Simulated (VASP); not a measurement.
# CdS (Fm-3m) in VASP: single point with PBEsol

Aim: the single point of CdS with PBEsol.

All numbers are computed with VASP 6.6.1; they aren't measurements. Logs are shortened: lines on timing, memory, paths and dates and some standing lists are left out, and cuts for length are marked.

**1. The cell of the first run**

Symmetry: Fm-3m, No. 225, cubic system. The conventional cell has a = 5.506 Å, b = 5.506 Å, c = 5.506 Å, α = 90.00°, β = 90.00°, γ = 90.00°. Within 3.6 Å of Cd (site symmetry m-3m) lie 6 S at 2.75 Å. S (site symmetry m-3m) has 6 Cd at 2.75 Å within 3.6 Å.

**2. Single point, PBEsol**

INCAR

```
SYSTEM = CdS
PREC     = Accurate       ! precision mode
ENCUT    = 500            ! plane-wave cutoff, eV
EDIFF    = 1E-6           ! SCF threshold, eV
ISMEAR   = -1             ! smearing method
SIGMA    = 0.05           ! smearing width, eV
LREAL    = .False.        ! projectors in reciprocal space
LASPH    = .True.         ! aspherical terms in the spheres
NELM     = 120            ! most SCF steps
ALGO     = Normal         ! electronic algorithm
ISIF     = 2              ! what is computed and relaxed
LWAVE    = .False.        ! write WAVECAR
LCHARG   = .False.        ! write CHGCAR
GGA      = PS             ! functional
NBANDS   = 16             ! bands
GGA_COMPAT= .False.
```

KPOINTS

```
regular mesh
0
Gamma
  6 6 6
  0 0 0
```

POSCAR

```
CdS
1.0
    0.0000000000      2.7532440000      2.7532440000
    2.7532440000      0.0000000000      2.7532440000
    2.7532440000      2.7532440000      0.0000000000
Cd S
1 1
Direct
    0.0000000000      0.0000000000      0.0000000000
    0.5000000000      0.5000000000      0.5000000000
```

Potentials or basis: VASP PAW PBE potentials, release 64 (Cd, S).

The run is started by

```sh
$ cat potpaw_PBE.64/Cd/POTCAR potpaw_PBE.64/S/POTCAR > POTCAR
$ mpirun -np 1 vasp_std > vasp.out
```

OUTCAR:

```text
SYSTEM = CdS
   PREC = Accurate
   ENCUT = 500
   EDIFF = 1E-6
   ISMEAR = -1
   LREAL = .False.
   LASPH = .True.
   NELM = 120
   ISIF = 2
   GGA = PS

 ion  position               nearest neighbor table
   1  0.000  0.000  0.000-   2 2.75   2 2.75   2 2.75   2 2.75   2 2.75   2 2.75
   2  0.500  0.500  0.500-   1 2.75   1 2.75   1 2.75   1 2.75   1 2.75   1 2.75

  LATTYP: Found a face centered cubic cell.
 ALAT       =     5.5064880000

  Lattice vectors:

 A1 = (   0.0000000000,   2.7532440000,   2.7532440000)
 A2 = (   2.7532440000,   0.0000000000,   2.7532440000)
 A3 = (   2.7532440000,   2.7532440000,   0.0000000000)

Analysis of symmetry for initial positions (statically):
=====================================================================
 Subroutine PRICEL returns:
 Original cell was already a primitive cell.

 Routine SETGRP: Setting up the symmetry group for a
 face centered cubic supercell.

 Subroutine GETGRP returns: Found 48 space group operations
 (whereof 48 operations were pure point group operations)
 out of a pool of 48 trial point group operations.

The static configuration has the point symmetry O_h .

Analysis of symmetry for dynamics (positions and initial velocities):
=====================================================================
 Subroutine PRICEL returns:
 Original cell was already a primitive cell.

 Routine SETGRP: Setting up the symmetry group for a
 face centered cubic supercell.

 Subroutine GETGRP returns: Found 48 space group operations
 (whereof 48 operations were pure point group operations)
 out of a pool of 48 trial point group operations.

The dynamic configuration has the point symmetry O_h .

 Subroutine INISYM returns: Found 48 space group operations
 (whereof 48 operations are pure point group operations),
 and found     1 'primitive' translations

----------------------------------------------------------------------------------------

                                     Primitive cell

  volume of cell :      41.7411

  direct lattice vectors                    reciprocal lattice vectors
     0.000000000  2.753244000  2.753244000    -0.181603955  0.181603955  0.181603955
     2.753244000  0.000000000  2.753244000     0.181603955 -0.181603955  0.181603955
     2.753244000  2.753244000  0.000000000     0.181603955  0.181603955 -0.181603955

  length of vectors
     3.893675005  3.893675005  3.893675005     0.314547277  0.314547277  0.314547277

  position of ions in fractional coordinates (direct lattice)
     0.000000000  0.000000000  0.000000000
     0.500000000  0.500000000  0.500000000

  ion indices of the primitive-cell ions
   primitive index   ion index
                 1           1
                 2           2

----------------------------------------------------------------------------------------

 KPOINTS: regular mesh

Automatic generation of k-mesh.
 Grid dimensions read from file:
 generate k-points for:    6    6    6

 Generating k-lattice:

  Cartesian coordinates                     Fractional coordinates (reciprocal lattice)
    -0.030267326  0.030267326  0.030267326     0.166666667  0.000000000  0.000000000
     0.030267326 -0.030267326  0.030267326     0.000000000  0.166666667  0.000000000
     0.030267326  0.030267326 -0.030267326     0.000000000  0.000000000  0.166666667

  Length of vectors
     0.052424546  0.052424546  0.052424546

  Shift w.r.t. Gamma in fractional coordinates (k-lattice)
     0.000000000  0.000000000  0.000000000

 Subroutine IBZKPT returns following result:
 ===========================================

 Found     16 irreducible k-points:

 Following reciprocal coordinates:
            Coordinates               Weight
  0.000000  0.000000  0.000000      1.000000
  0.166667  0.000000  0.000000      8.000000
  0.333333  0.000000  0.000000      8.000000
  0.500000  0.000000  0.000000      4.000000
  0.166667  0.166667  0.000000      6.000000
  0.333333  0.166667  0.000000     24.000000
[... 8 lines left out ...]
 -0.333333  0.333333  0.166667     24.000000
 -0.333333  0.500000  0.166667     12.000000
   k-points           NKPTS =     16   k-points in BZ     NKDIM =     16   number of bands    NBANDS=     16
   number of dos      NEDOS =    301   number of ions     NIONS =      2
   total plane-waves  NPLWV =  21952
   dimension x,y,z NGX =    28 NGY =   28 NGZ =   28
   dimension x,y,z NGXF=    56 NGYF=   56 NGZF=   56
   ions per type =               1   1
   NGX,Y,Z   is equivalent  to a cutoff of  11.95, 11.95, 11.95 a.u.
   NGXF,Y,Z  is equivalent  to a cutoff of  23.91, 23.91, 23.91 a.u.
 SYSTEM =  CdS
   PREC   = accura    normal or accurate (medium, high low for compatibility)
   ISTART =      0    job   : 0-new  1-cont  2-samecut
   ICHARG =      2    charge: 1-file 2-atom 10-const
   ISPIN  =      1    spin polarized calculation?
   LNONCOLLINEAR =      F non collinear calculations
   LSORBIT =      F    spin-orbit coupling
   LASPH  =      T    aspherical Exc in radial PAW
   ENCUT  =  500.0 eV  36.75 Ry    6.06 a.u.   7.10  7.10  7.10*2*pi/ulx,y,z
   NELM   =    120;   NELMIN=  2; NELMDL= -5     # of ELM steps
   EDIFF  = 0.1E-05   stopping-criterion for ELM
   LREAL  =      F    real-space projection
   EDIFFG = 0.1E-04   stopping-criterion for IOM
   NSW    =      0    number of steps for IOM
   IBRION =     -1    ionic relax: 0-MD 1-quasi-New 2-CG
   NFREE  =      0    steps in history (QN), initial steepest desc. (CG)
   ISIF   =      2    stress and relaxation
   ISYM   =      2    0-nonsym 1-usesym 2-fastsym
   POTIM  = 0.5000    time-step for ionic-motion
   TEBEG  =    0.0;   TEEND  =   0.0 temperature during run
   PSTRESS=    0.0 pullay stress
   NELECT =      18.0000    total number of electrons
   NUPDOWN=      -1.0000    fix difference up-down
   EMIN   =  10.00;   EMAX   =-10.00  energy-range for DOS
   EFERMI =   0.00;   METHOD = LEGACY
   ISMEAR =    -1;   SIGMA  =   0.05  broadening in eV -4-tet -1-fermi 0-gaus
   EFERMI_NEDOS =   21; number of points for ismear=-14 and -15
   IALGO  =     38    algorithm
   IMIX   =      4    mixing-type and parameters
     AMIX     =   0.40;   BMIX     =  1.00
     AMIX_MAG =   1.60;   BMIX_MAG =  1.00
  volume/ion in A,a.u.               =      20.87       140.84
  Fermi-wavevector in a.u.,A,eV,Ry     =   1.236833  2.337275 20.813583  1.529755
  Thomas-Fermi vector in A             =   2.371425
   LORBIT       =      0    0 simple, 1 ext, 2 COOP (PROOUT), +10 PAW based schemes
   GGA     = PS    functional components
   LHFCALC =     F    Hartree Fock is set to
   AEXX    =    0.0000 exact exchange contribution
   IVDW    =     0    specifies the selected vdW correction
   LEPSILON=     F    determine dielectric tensor
   LRPA    =     F    only Hartree local field effects (RPA)
 non-spin polarized calculation
  energy-cutoff  :      500.00
  volume of cell :       41.74
 maximum number of plane-waves:      1068
   NGX = 15   NGY = 15   NGZ = 15

 number of electron      17.9999990 magnetization

 Free energy of the ion-electron system (eV)
  ---------------------------------------------------
  ext. energy  EPLUGINS =         0.00000000
  ---------------------------------------------------
  free energy    TOTEN  =        -6.61296452 eV

  energy without entropy =       -6.60953613  energy(sigma->0) =       -6.61125033

 E-fermi :   2.7340     XC(G=0): -10.5080

 val. band max:        2.6128651699   @ k =   0.5000   0.0000   0.0000
 cond. band min:       2.7501621501   @ k =   0.5000   0.5000   0.0000
 fundamental gap:      0.1372969802
 Fermi energy:         2.7340311548

 k-point     1 :       0.0000    0.0000    0.0000
  band No.  band energies     occupation
      1     -10.0708      2.00000
      2      -4.9353      2.00000
      3      -4.9353      2.00000
      4      -4.9332      2.00000
      5      -4.9332      2.00000
      6      -4.9332      2.00000
[... 8 lines left out ...]
     15      13.7959      0.00000
     16      13.7959      0.00000

 k-point     2 :       0.1667    0.0000    0.0000
  band No.  band energies     occupation
      1      -9.8424      2.00000
      2      -5.0118      2.00000
      3      -5.0118      2.00000
      4      -4.9602      2.00000
      5      -4.8847      2.00000
      6      -4.8847      2.00000
[... 8 lines left out ...]
     15      12.8263      0.00000
     16      13.3497      0.00000

 k-point     3 :       0.3333    0.0000    0.0000
  band No.  band energies     occupation
      1      -9.3000      2.00000
      2      -5.1582      2.00000
      3      -5.1582      2.00000
      4      -5.0687      2.00000
      5      -4.7849      2.00000
      6      -4.7849      2.00000
[... 8 lines left out ...]
     15      14.1814      0.00000
     16      14.1814      0.00000

 k-point     4 :       0.5000    0.0000    0.0000
  band No.  band energies     occupation
      1      -8.9616      2.00000
      2      -5.2282      2.00000
      3      -5.2282      2.00000
      4      -5.1832      2.00000
      5      -4.7339      2.00000
      6      -4.7339      2.00000
[... 8 lines left out ...]
     15      15.5678      0.00000
     16      15.5678      0.00000

 k-point     5 :       0.1667    0.1667    0.0000
  band No.  band energies     occupation
      1      -9.7867      2.00000
      2      -5.0727      2.00000
      3      -4.9717      2.00000
      4      -4.9088      2.00000
      5      -4.8835      2.00000
      6      -4.8835      2.00000
[... 8 lines left out ...]
     15      15.1007      0.00000
     16      15.6557      0.00000

 k-point     6 :       0.3333    0.1667    0.0000
  band No.  band energies     occupation
      1      -9.4038      2.00000
      2      -5.1134      2.00000
      3      -5.0081      2.00000
      4      -5.0017      2.00000
      5      -4.8119      2.00000
      6      -4.7731      2.00000
[... 8 lines left out ...]
     15      15.2816      0.00000
     16      15.5788      0.00000

 k-point     7 :       0.5000    0.1667    0.0000
  band No.  band energies     occupation
      1      -9.0251      2.00000
      2      -5.1354      2.00000
      3      -5.0848      2.00000
      4      -5.0538      2.00000
      5      -4.7229      2.00000
      6      -4.7205      2.00000
[... 8 lines left out ...]
     15      15.8354      0.00000
     16      16.5669      0.00000

 k-point     8 :      -0.3333    0.1667    0.0000
  band No.  band energies     occupation
      1      -9.0958      2.00000
      2      -5.1853      2.00000
      3      -5.1433      2.00000
      4      -4.9940      2.00000
      5      -4.7747      2.00000
      6      -4.6979      2.00000
[... 8 lines left out ...]
     15      15.1234      0.00000
     16      16.2720      0.00000

 k-point     9 :      -0.1667    0.1667    0.0000
  band No.  band energies     occupation
      1      -9.5280      2.00000
      2      -5.1214      2.00000
      3      -5.0734      2.00000
      4      -4.9721      2.00000
      5      -4.8591      2.00000
      6      -4.7815      2.00000
[... 8 lines left out ...]
     15      14.9069      0.00000
     16      15.1640      0.00000

 k-point    10 :       0.3333    0.3333    0.0000
  band No.  band energies     occupation
      1      -9.3175      2.00000
      2      -5.0488      2.00000
      3      -4.8555      2.00000
      4      -4.8227      2.00000
      5      -4.7534      2.00000
      6      -4.7534      2.00000
[... 8 lines left out ...]
     15      16.0848      0.00000
     16      18.0166      0.00000

 k-point    11 :       0.5000    0.3333    0.0000
  band No.  band energies     occupation
      1      -9.1342      2.00000
      2      -5.0530      2.00000
      3      -4.9330      2.00000
      4      -4.7747      2.00000
      5      -4.6950      2.00000
      6      -4.3909      2.00000
[... 8 lines left out ...]
     15      16.5718      0.00000
     16      17.5946      0.00000

 k-point    12 :      -0.3333    0.3333    0.0000
  band No.  band energies     occupation
      1      -9.0173      2.00000
      2      -5.0833      2.00000
      3      -5.0485      2.00000
      4      -4.8709      2.00000
      5      -4.7271      2.00000
      6      -4.4607      2.00000
[... 8 lines left out ...]
     15      14.6826      0.00000
     16      18.0648      0.00000

 k-point    13 :       0.5000    0.5000    0.0000
  band No.  band energies     occupation
      1      -9.1817      2.00000
      2      -5.0873      2.00000
      3      -4.8288      2.00000
      4      -4.6695      2.00000
      5      -4.6695      2.00000
      6      -4.0241      2.00000
[... 8 lines left out ...]
     15      16.9677      0.00000
     16      17.2405      0.00000

 k-point    14 :       0.5000    0.3333    0.1667
  band No.  band energies     occupation
      1      -9.1481      2.00000
      2      -5.0598      2.00000
      3      -4.9995      2.00000
      4      -4.9810      2.00000
      5      -4.7504      2.00000
      6      -4.6291      2.00000
[... 8 lines left out ...]
     15      16.4807      0.00000
     16      17.5149      0.00000

 k-point    15 :      -0.3333    0.3333    0.1667
  band No.  band energies     occupation
      1      -9.0172      2.00000
      2      -5.1144      2.00000
      3      -4.9660      2.00000
      4      -4.9384      2.00000
      5      -4.7050      2.00000
      6      -4.4635      2.00000
[... 8 lines left out ...]
     15      15.1201      0.00000
     16      17.2052      0.00000

 k-point    16 :      -0.3333    0.5000    0.1667
  band No.  band energies     occupation
      1      -9.0734      2.00000
      2      -5.0185      2.00000
      3      -4.9988      2.00000
      4      -4.8187      2.00000
      5      -4.6694      2.00000
      6      -4.1676      2.00000
[... 8 lines left out ...]
     15      16.2386      0.00000
     16      17.2318      0.00000

------------------------ aborting loop because EDIFF is reached ----------------------------------------

  FORCE on cell =-STRESS in cart. coord.  units (eV):
  Direction    XX          YY          ZZ          XY          YZ          ZX
  --------------------------------------------------------------------------------------
  -------------------------------------------------------------------------------------
  Total       -1.0235528     -1.0235528     -1.0235528     -0.0000000      0.0000000     -0.0000000
  in kB      -39.2877117    -39.2877117    -39.2877117     -0.0000000      0.0000000     -0.0000000
  external PRESSURE =     -39.2877117 kB  Pullay stress =       0.0000000 kB

 VOLUME and BASIS-vectors are now :
 -----------------------------------------------------------------------------
  energy-cutoff  :      500.00
  volume of cell :       41.74
      direct lattice vectors                 reciprocal lattice vectors
     0.000000000  2.753244000  2.753244000    -0.181603955  0.181603955  0.181603955
     2.753244000  0.000000000  2.753244000     0.181603955 -0.181603955  0.181603955
     2.753244000  2.753244000  0.000000000     0.181603955  0.181603955 -0.181603955

 POSITION                                       TOTAL-FORCE (eV/Angst)
 -----------------------------------------------------------------------------------
      0.00000      0.00000      0.00000         0.000000     -0.000000      0.000000
      2.75324      2.75324      2.75324         0.000000      0.000000     -0.000000
 -----------------------------------------------------------------------------------
    total drift:                                0.000000      0.000000      0.000000

  FREE ENERGIE OF THE ION-ELECTRON SYSTEM (eV)
  ---------------------------------------------------
  free  energy   TOTEN  =        -6.6129645193 eV

  energy  without entropy=       -6.6095361349  energy(sigma->0) =       -6.61125033
```

Wall time 9.5 s (1 thread of Intel Xeon Platinum 8488C (Sapphire Rapids), shared host); peak memory 0.15 GiB.

Results:

```
Free energy            : -6.6130 eV
Pressure               : -3.9 GPa
Band gap on the k mesh : 0.14 eV, indirect (least direct gap 1.42 eV)
```

Caveat: the PAW data sets were made with another functional, which shifts forces and pressure a little. A k mesh can miss the band edges.
